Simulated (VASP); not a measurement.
Runs of VASP 6.6.1 on PrAgC. The structure is that of space group P-6m2 (No. 187), or close to it. The cells are those of the table. The cell was generated, and may not be a known phase.

```tsv
task	cell	k mesh	gap on the mesh (eV)	pressure (GPa)	relaxed volume (Å³/atom)
single point	a = 3.988, b = 3.988, c = 3.952 Å, angles 90.0, 90.0, 120.0°, 3 atoms	12 × 12 × 12	none	0.1	-
single point	a = 4.167, b = 4.167, c = 4.684 Å, angles 90.0, 90.0, 120.0°, 3 atoms	6 × 6 × 4	none	-14.0	-
relaxation of cell and atoms	relaxed from a = 4.167, b = 4.167, c = 4.684 Å, angles 90.0, 90.0, 120.0°, 3 atoms	6 × 6 × 4	none	0.1	(a)
relaxation of cell and atoms	relaxed from a = 3.988, b = 3.988, c = 3.960 Å, angles 90.0, 90.0, 120.0°, 3 atoms	12 × 12 × 12	none	0.0	18.16
single point	a = 3.988, b = 3.988, c = 3.960 Å, angles 90.0, 90.0, 120.0°, 3 atoms	6 × 6 × 4	none	0.0	-
```

Alike in all rows: level PBE; potentials or basis VASP PAW PBE potentials, release 64 (Pr_3, Ag, C), 4f in core; no spin polarisation; cutoff (eV) 600; smearing gaussian 0.1 eV.

Q: Fill in the values left out.

A: (a) 18.18.

Caveats: some runs use coarse meshes; spin-orbit coupling is left out, which moves the levels of the heavy elements; the 4f electrons are frozen in the core, so they carry no moment and show no levels; the stress differs along the axes, from -17 to -12 GPa (at least some runs); the volume moved by over 15 % at a fixed basis, so the end points are rough (at least some runs).

A k mesh can miss the band edges, and the runs leave out spin-orbit coupling on Ag, Pr.

A gap of «none» marks levels without a gap at the run's occupations.
